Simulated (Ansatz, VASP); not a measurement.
EuFe: VASP beside Ansatz

```
Eu Fe
1.0
     3.39743    0.00000    0.00000
     0.00000    3.39743    0.00000
     0.00000    0.00000    3.39743
Eu Fe
1 1
Cartesian
  0.0000 0.0000 0.0000
  1.6987 1.7487 1.6987
```

Alike in both runs: task single point; functional PBEsol; k mesh 8 × 8 × 8; occupations gaussian, width 0.05 eV; collinear spin.

```csv
,VASP,Ansatz
version,VASP 6.6.1,Ansatz 0.2.0
potentials or method,"VASP PAW PBE potentials, release 64 (Eu, Fe), cutoff 520 eV","scalar-relativistic, plane waves, PAW"
valence electrons in the cell,25,33
```

Ansatz gave:

```
gap on the k mesh at the Fermi level (eV)                     : none
pressure (GPa)                                                : 0.0
rms of the force components (eV/Å)                            : 0.090
net moment per atom (μB)                                      : 2.37
size of the moment on the site where the two differ most (μB) : 6.66
```

Task: Which values does VASP return?

Result: gap on the k mesh at the Fermi level (eV): none; pressure (GPa): 0.0; rms of the force components (eV/Å): 0.091; net moment per atom (μB): 2.37; size of the moment on the site where the two differ most (μB): 6.57.

VASP's potentials were made for PBE, not for PBEsol. Site moments also hang on the region over which each program counts them. Atom by atom the forces differ by 0.001 eV/Å (rms over components). A gap of «none» marks a metal or a gap that the smearing closes. The functional is the same, so the differences come from potentials, cutoffs and numerics. VASP's potentials hold 25 valence electrons a cell and Ansatz's 33, so a difference there can come from the potentials and not from the codes.

Spin-orbit coupling is off throughout.
